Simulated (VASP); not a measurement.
# PbS (Galena) (Fm-3m) in VASP: a series of runs

PbS (Galena) is run at these levels: SVWN5, LDA, PBEsol+D4; tasks: single point.

All numbers are computed with VASP 6.6.1; they aren't measurements. Logs are shortened: lines on timing, memory, paths and dates and some standing lists are left out, and cuts for length are marked.

**1. The cell of the first run**

The structure is cubic, space group Fm-3m (No. 225). Conventional cell: a = 5.851 Å, b = 5.851 Å, c = 5.851 Å, α = 90.00°, β = 90.00°, γ = 90.00°. Pb (site symmetry m-3m) has 6 S at 2.93 Å within 3.9 Å. S (site symmetry m-3m) has 6 Pb at 2.93 Å within 3.9 Å.

**2. Single point, SVWN5**

File INCAR:

```
SYSTEM = PbS
ALGO = Normal
EDIFF = 1E-7
ENCUT = 520
GGA = VW
ISIF = 2
ISMEAR = -1
LASPH = .True.
LCHARG = .False.
LREAL = .False.
LWAVE = .False.
NBANDS = 17
NELM = 100
PREC = Accurate
SIGMA = 0.05
```

File KPOINTS:

```
k-points
0
Gamma
  8 8 8
  0 0 0
```

File POSCAR:

```
PbS
1.0
    0.0000000000      2.9256673838      2.9256673838
    2.9256673838      0.0000000000      2.9256673838
    2.9256673838      2.9256673838      0.0000000000
Pb S
1 1
Direct
    0.0000000000      0.0000000000      0.0000000000
    0.5000000000      0.5000000000      0.5000000000
```

Potentials or basis: VASP PAW PBE potentials, release 64 (Pb_d, S).

Launch:

```bash
cat potpaw_PBE.64/Pb_d/POTCAR potpaw_PBE.64/S/POTCAR > POTCAR
mpirun -np 1 vasp_std > vasp.out
```

OUTCAR:

```text
SYSTEM = PbS
   EDIFF = 1E-7
   ENCUT = 520
   GGA = VW
   ISIF = 2
   ISMEAR = -1
   LASPH = .True.
   LREAL = .False.
   NELM = 100
   PREC = Accurate

 ion  position               nearest neighbor table
   1  0.000  0.000  0.000-   2 2.93   2 2.93   2 2.93   2 2.93   2 2.93   2 2.93
   2  0.500  0.500  0.500-   1 2.93   1 2.93   1 2.93   1 2.93   1 2.93   1 2.93

  LATTYP: Found a face centered cubic cell.
 ALAT       =     5.8513347676

  Lattice vectors:

 A1 = (   0.0000000000,   2.9256673838,   2.9256673838)
 A2 = (   2.9256673838,   0.0000000000,   2.9256673838)
 A3 = (   2.9256673838,   2.9256673838,   0.0000000000)

Analysis of symmetry for initial positions (statically):
=====================================================================
 Subroutine PRICEL returns:
 Original cell was already a primitive cell.

 Routine SETGRP: Setting up the symmetry group for a
 face centered cubic supercell.

 Subroutine GETGRP returns: Found 48 space group operations
[... 9 lines left out ...]

 Routine SETGRP: Setting up the symmetry group for a
 face centered cubic supercell.

 Subroutine GETGRP returns: Found 48 space group operations
[... 11 lines left out ...]
                                     Primitive cell

  volume of cell :      50.0847

  direct lattice vectors                    reciprocal lattice vectors
     0.000000000  2.925667384  2.925667384    -0.170901177  0.170901177  0.170901177
     2.925667384  0.000000000  2.925667384     0.170901177 -0.170901177  0.170901177
     2.925667384  2.925667384  0.000000000     0.170901177  0.170901177 -0.170901177

  length of vectors
     4.137518493  4.137518493  4.137518493     0.296009522  0.296009522  0.296009522

  position of ions in fractional coordinates (direct lattice)
     0.000000000  0.000000000  0.000000000
     0.500000000  0.500000000  0.500000000

  ion indices of the primitive-cell ions
   primitive index   ion index
                 1           1
                 2           2

----------------------------------------------------------------------------------------

 KPOINTS: k-points

Automatic generation of k-mesh.
 Grid dimensions read from file:
 generate k-points for:    8    8    8

 Generating k-lattice:

  Cartesian coordinates                     Fractional coordinates (reciprocal lattice)
    -0.021362647  0.021362647  0.021362647     0.125000000  0.000000000  0.000000000
     0.021362647 -0.021362647  0.021362647     0.000000000  0.125000000  0.000000000
     0.021362647  0.021362647 -0.021362647     0.000000000  0.000000000  0.125000000

  Length of vectors
     0.037001190  0.037001190  0.037001190

  Shift w.r.t. Gamma in fractional coordinates (k-lattice)
     0.000000000  0.000000000  0.000000000

 Subroutine IBZKPT returns following result:
 ===========================================

 Found     29 irreducible k-points:

 Following reciprocal coordinates:
            Coordinates               Weight
  0.000000  0.000000  0.000000      1.000000
  0.125000  0.000000  0.000000      8.000000
  0.250000  0.000000  0.000000      8.000000
  0.375000  0.000000  0.000000      8.000000
  0.500000  0.000000  0.000000      4.000000
  0.125000  0.125000  0.000000      6.000000
[... 16 lines left out ...]
  0.500000  0.250000  0.125000     48.000000
 -0.375000  0.250000  0.125000     24.000000
 [... further k-points ...]
   k-points           NKPTS =     29   k-points in BZ     NKDIM =     29   number of bands    NBANDS=     17
   number of dos      NEDOS =    301   number of ions     NIONS =      2
   total plane-waves  NPLWV =  32768
   dimension x,y,z NGX =    32 NGY =   32 NGZ =   32
   dimension x,y,z NGXF=    64 NGYF=   64 NGZF=   64
   ions per type =               1   1
   NGX,Y,Z   is equivalent  to a cutoff of  12.86, 12.86, 12.86 a.u.
   NGXF,Y,Z  is equivalent  to a cutoff of  25.72, 25.72, 25.72 a.u.
 SYSTEM =  PbS
   PREC   = accura    normal or accurate (medium, high low for compatibility)
   ISTART =      0    job   : 0-new  1-cont  2-samecut
   ICHARG =      2    charge: 1-file 2-atom 10-const
   ISPIN  =      1    spin polarized calculation?
   LNONCOLLINEAR =      F non collinear calculations
   LSORBIT =      F    spin-orbit coupling
   LASPH  =      T    aspherical Exc in radial PAW
   ENCUT  =  520.0 eV  38.22 Ry    6.18 a.u.   7.69  7.69  7.69*2*pi/ulx,y,z
   NELM   =    100;   NELMIN=  2; NELMDL= -5     # of ELM steps
   EDIFF  = 0.1E-06   stopping-criterion for ELM
   LREAL  =      F    real-space projection
   EDIFFG = 0.1E-05   stopping-criterion for IOM
   NSW    =      0    number of steps for IOM
   IBRION =     -1    ionic relax: 0-MD 1-quasi-New 2-CG
   NFREE  =      0    steps in history (QN), initial steepest desc. (CG)
   ISIF   =      2    stress and relaxation
   ISYM   =      2    0-nonsym 1-usesym 2-fastsym
   POTIM  = 0.5000    time-step for ionic-motion
   TEBEG  =    0.0;   TEEND  =   0.0 temperature during run
   PSTRESS=    0.0 pullay stress
   NELECT =      20.0000    total number of electrons
   NUPDOWN=      -1.0000    fix difference up-down
   EMIN   =  10.00;   EMAX   =-10.00  energy-range for DOS
   EFERMI =   0.00;   METHOD = LEGACY
   ISMEAR =    -1;   SIGMA  =   0.05  broadening in eV -4-tet -1-fermi 0-gaus
   EFERMI_NEDOS =   21; number of points for ismear=-14 and -15
   IALGO  =     38    algorithm
   IMIX   =      4    mixing-type and parameters
     AMIX     =   0.40;   BMIX     =  1.00
     AMIX_MAG =   1.60;   BMIX_MAG =  1.00
  volume/ion in A,a.u.               =      25.04       168.99
  Fermi-wavevector in a.u.,A,eV,Ry     =   1.205544  2.278149 19.773855  1.453337
  Thomas-Fermi vector in A             =   2.341238
   LORBIT       =      0    0 simple, 1 ext, 2 COOP (PROOUT), +10 PAW based schemes
   GGA     = VW    functional components
   LHFCALC =     F    Hartree Fock is set to
   AEXX    =    0.0000 exact exchange contribution
   IVDW    =     0    specifies the selected vdW correction
   LEPSILON=     F    determine dielectric tensor
   LRPA    =     F    only Hartree local field effects (RPA)
 non-spin polarized calculation
  energy-cutoff  :      520.00
  volume of cell :       50.08
 maximum number of plane-waves:      1365
   NGX = 15   NGY = 15   NGZ = 15

 number of electron      19.9999996 magnetization

 Free energy of the ion-electron system (eV)
  ---------------------------------------------------
  ext. energy  EPLUGINS =         0.00000000
  ---------------------------------------------------
  free energy    TOTEN  =       -10.00554004 eV

  energy without entropy =      -10.00458730  energy(sigma->0) =      -10.00506367

 E-fermi :   6.1239     XC(G=0): -10.2101

 val. band max:        6.0812247261   @ k =   0.5000   0.0000   0.0000
 cond. band min:       6.1666532969   @ k =   0.5000   0.0000   0.0000
 fundamental gap:      0.0854285708
 Fermi energy:         6.1239403434

 k-point     1 :       0.0000    0.0000    0.0000
  band No.  band energies     occupation
      1     -10.7282      2.00000
      2     -10.7282      2.00000
      3     -10.7282      2.00000
      4     -10.7208      2.00000
      5     -10.7208      2.00000
      6      -7.9074      2.00000
[... 9 lines left out ...]
     16      12.6455      0.00000
     17      14.4049      0.00000

 k-point     2 :       0.1250    0.0000    0.0000
  band No.  band energies     occupation
      1     -10.7285      2.00000
      2     -10.7285      2.00000
      3     -10.7275      2.00000
      4     -10.7179      2.00000
      5     -10.7179      2.00000
      6      -7.7620      2.00000
[... 9 lines left out ...]
     16      13.0346      0.00000
     17      15.7227      0.00000

 k-point     3 :       0.2500    0.0000    0.0000
  band No.  band energies     occupation
      1     -10.7412      2.00000
      2     -10.7412      2.00000
      3     -10.7265      2.00000
      4     -10.6990      2.00000
      5     -10.6990      2.00000
      6      -7.3538      2.00000
[... 9 lines left out ...]
     16      13.9091      0.00000
     17      17.9370      0.00000

 k-point     4 :       0.3750    0.0000    0.0000
  band No.  band energies     occupation
      1     -10.7544      2.00000
      2     -10.7544      2.00000
      3     -10.7262      2.00000
      4     -10.6795      2.00000
      5     -10.6795      2.00000
      6      -6.8099      2.00000
[... 9 lines left out ...]
     16      15.1695      0.00000
     17      17.9079      0.00000

 k-point     5 :       0.5000    0.0000    0.0000
  band No.  band energies     occupation
      1     -10.7599      2.00000
      2     -10.7599      2.00000
      3     -10.7263      2.00000
      4     -10.6714      2.00000
      5     -10.6714      2.00000
      6      -6.5050      2.00000
[... 9 lines left out ...]
     16      16.1447      0.00000
     17      16.6207      0.00000

 k-point     6 :       0.1250    0.1250    0.0000
  band No.  band energies     occupation
      1     -10.7365      2.00000
      2     -10.7328      2.00000
      3     -10.7178      2.00000
      4     -10.7178      2.00000
      5     -10.7162      2.00000
      6      -7.7102      2.00000
[... 9 lines left out ...]
     16      13.8651      0.00000
     17      15.3871      0.00000
[... 281 lines left out ...]
 k-point    21 :       0.5000    0.5000    0.0000
  band No.  band energies     occupation
      1     -10.9180      2.00000
      2     -10.7600      2.00000
      3     -10.6896      2.00000
      4     -10.6540      2.00000
      5     -10.6540      2.00000
      6      -5.9911      2.00000
[... 9 lines left out ...]
     16      18.3965      0.00000
     17      18.3975      0.00000

 k-point    22 :       0.3750    0.2500    0.1250
  band No.  band energies     occupation
      1     -10.7826      2.00000
      2     -10.7332      2.00000
      3     -10.7258      2.00000
      4     -10.6930      2.00000
      5     -10.6855      2.00000
      6      -6.9901      2.00000
[... 9 lines left out ...]
     16      15.9105      0.00000
     17      16.3014      0.00000

 k-point    23 :       0.5000    0.2500    0.1250
  band No.  band energies     occupation
      1     -10.8019      2.00000
      2     -10.7351      2.00000
      3     -10.7222      2.00000
      4     -10.6884      2.00000
      5     -10.6748      2.00000
      6      -6.4957      2.00000
[... 9 lines left out ...]
     16      16.3241      0.00000
     17      17.3745      0.00000

 k-point    24 :      -0.3750    0.2500    0.1250
  band No.  band energies     occupation
      1     -10.8089      2.00000
      2     -10.7398      2.00000
      3     -10.7118      2.00000
      4     -10.6941      2.00000
      5     -10.6685      2.00000
      6      -6.2367      2.00000
[... 9 lines left out ...]
     16      16.9798      0.00000
     17      17.2084      0.00000

 [... further k-points ...]

------------------------ aborting loop because EDIFF is reached ----------------------------------------

  FORCE on cell =-STRESS in cart. coord.  units (eV):
  Direction    XX          YY          ZZ          XY          YZ          ZX
  --------------------------------------------------------------------------------------
  -------------------------------------------------------------------------------------
  Total       -0.0895639     -0.0895639     -0.0895639      0.0000000      0.0000000      0.0000000
  in kB       -2.8650935     -2.8650935     -2.8650935      0.0000000      0.0000000      0.0000000
  external PRESSURE =      -2.8650935 kB  Pullay stress =       0.0000000 kB

 VOLUME and BASIS-vectors are now :
 -----------------------------------------------------------------------------
  energy-cutoff  :      520.00
  volume of cell :       50.08
      direct lattice vectors                 reciprocal lattice vectors
     0.000000000  2.925667384  2.925667384    -0.170901177  0.170901177  0.170901177
     2.925667384  0.000000000  2.925667384     0.170901177 -0.170901177  0.170901177
     2.925667384  2.925667384  0.000000000     0.170901177  0.170901177 -0.170901177

 POSITION                                       TOTAL-FORCE (eV/Angst)
 -----------------------------------------------------------------------------------
      0.00000      0.00000      0.00000        -0.000000      0.000000      0.000000
      2.92567      2.92567      2.92567         0.000000     -0.000000     -0.000000
 -----------------------------------------------------------------------------------
    total drift:                                0.000000     -0.000000     -0.000000

  FREE ENERGIE OF THE ION-ELECTRON SYSTEM (eV)
  ---------------------------------------------------
  free  energy   TOTEN  =       -10.0055400417 eV

  energy  without entropy=      -10.0045872966  energy(sigma->0) =      -10.00506367
```

It took 44 s on 1 thread of AMD EPYC 7R13, shared host; peak memory 0.13 GiB.

Results:

```
Free energy            : -10.0055 eV
Pressure               : -0.3 GPa
Band gap on the k mesh : 0.09 eV, direct
```

Levels at points of the mesh, in eV from the valence-band top:
| k point | band 6 | band 7 | band 8 | band 9 | band 10 | band 11 | band 12 | band 13 | band 14 | band 15 |
| --- | --- | --- | --- | --- | --- | --- | --- | --- | --- | --- |
| (0.00, 0.00, 0.00) | -13.99 | -6.09 | -2.38 | -2.38 | -2.38 | 5.16 | 5.16 | 5.16 | 6.56 | 6.56 |
| (0.50, 0.00, 0.00) | -12.59 | -9.25 | -1.94 | -1.94 | 0.00 | 0.09 | 1.72 | 1.72 | 8.52 | 10.06 |
| (0.50, 0.50, 0.00) | -12.07 | -7.44 | -5.63 | -3.75 | -3.75 | 3.56 | 5.58 | 5.69 | 5.69 | 11.28 |

Caveat: the PAW data sets were made with another functional, which shifts forces and pressure a little; spin-orbit coupling is left out, which moves the levels of the heavy elements. A k mesh can miss the band edges.

(Continued in part 2 of 2.)
